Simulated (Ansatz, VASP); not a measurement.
**CdSe: VASP beside Ansatz**

INCAR

```
SYSTEM = CdSe
PREC     = Accurate       ! precision mode
ENCUT    = 600            ! plane-wave cutoff, eV
EDIFF    = 1E-7           ! SCF threshold, eV
ISMEAR   = 0              ! smearing method
SIGMA    = 0.01           ! smearing width, eV
LREAL    = .FALSE.        ! projectors in reciprocal space
LASPH    = .TRUE.         ! aspherical terms in the spheres
NELM     = 80             ! most SCF steps
ALGO     = Normal         ! electronic algorithm
ISIF     = 3              ! what is computed and relaxed
LWAVE    = .FALSE.        ! write WAVECAR
LCHARG   = .FALSE.        ! write CHGCAR
GGA      = PE             ! functional
IVDW     = 12             ! dispersion correction
IBRION   = 2              ! ionic algorithm
NSW      = 80             ! ionic steps
EDIFFG   = -0.01          ! ionic threshold
```

File KPOINTS:

```
Automatic mesh
0
G
  6 6 6
  0 0 0
```

File POSCAR:

```
CdSe
1.0
    4.3420190000      0.0000000000      0.0000000000
    2.1710095000      3.7602987577      0.0000000000
    2.1710095000      1.2534329192      3.5452436678
Cd Se
1 1
Direct
    0.0000000000      0.0000000000      0.0000000000
    0.7500000000      0.7500000000      0.7500000000
```

Input for Ansatz:

```yaml
crystal:
  lattice:
    - [4.342019, 0.0, 0.0]
    - [2.1710095000000003, 3.760298757714704, 0.0]
    - [2.1710095000000003, 1.253432919238235, 3.545243667823223]
  atoms:
    - { symbol: Cd, position: [0.0, 0.0, 0.0] }
    - { symbol: Se, position: [0.7500000000000001, 0.7499999999999999, 0.7499999999999999] }
basis:
  ecutwfc: 470.0
kpoints:
  mp_grid:
    grid: [6, 6, 6]
hamiltonian:
  xc: pbe
  dispersion: d3bj
scf:
  occupations:
    method: fixed
relax:
  f_tol: 0.01
  cell: {}
```

Alike in both runs: task relaxation of cell and atoms; functional PBE; dispersion D3(BJ); k mesh 6 × 6 × 6; no spin polarisation.

```csv
,VASP,Ansatz
version,VASP 6.6.1,Ansatz 0.2.0
potentials or method,"VASP PAW PBE potentials, release 64 (Cd, Se), cutoff 600 eV","plane waves, PAW"
occupations,"gaussian, width 0.01 eV",fixed
valence electrons in the cell,18,36
```

Ansatz gave:

| Quantity | Value |
| --- | --- |
| relaxed volume (Å³/atom) | 28.54 |
| relaxed cell length with the largest relative difference (Å) | 4.322 |

Question: Estimate VASP's values.

Answer: Relaxed volume (Å³/atom): 28.68; relaxed cell length with the largest relative difference (Å): 4.329.

VASP's potentials hold 18 valence electrons a cell and Ansatz's 36, so a difference there can come from the potentials and not from the codes.
